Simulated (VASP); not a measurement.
Set up this calculation in VASP 6.6.1, as the native input.

```yaml
Task: single point
Functional: PBE
Potentials_or_basis: VASP PAW PBE potentials, release 64 (As)
Cutoff: 520 eV
k_mesh: 13 × 13 × 8
Occupations: fermi-dirac, width 0.1 eV
Spin: no spin polarisation
Dipole_correction: no
Further_INCAR_settings: ALGO = Normal; EDIFF = 1e-06; NBANDS = 12
```

The structure of As lies in POSCAR:

```
As
1.0
    3.1954997839      0.0000000000      0.0000000000
   -1.5977498919      2.7673839907      0.0000000000
    0.0000000000      0.0000000000      4.8766129058
As
2
Direct
    0.3333333333      0.6666666667      0.2500000000
    0.6666666667      0.3333333333      0.7500000000
```

This cell differs from its parent crystal: volume scaled by 1.12.

The input as run:

INCAR

```
SYSTEM = As
ALGO = Normal
EDIFF = 1E-6
ENCUT = 520
GGA = PE
ISIF = 2
ISMEAR = -1
LASPH = .True.
LCHARG = .False.
LREAL = .False.
LWAVE = .False.
NBANDS = 12
NELM = 100
PREC = Accurate
SIGMA = 0.1
```

KPOINTS

```
k-points
0
Gamma
  13 13 8
  0 0 0
```

Potentials or basis: VASP PAW PBE potentials, release 64 (As).

The run is started by

```console
$ cat potpaw_PBE.64/As/POTCAR > POTCAR
$ mpirun -np 1 vasp_std > vasp.out
```

It gave:

- Pressure: -6.9 GPa
- Band gap on the k mesh: zero (band 5 reaches 8.70 eV, above the bottom of band 6 at 2.26 eV)

It took 22 s on 1 thread of Intel(R) Xeon(R) 6975P-C (Granite Rapids), on a shared host, peak memory 0.17 GiB.
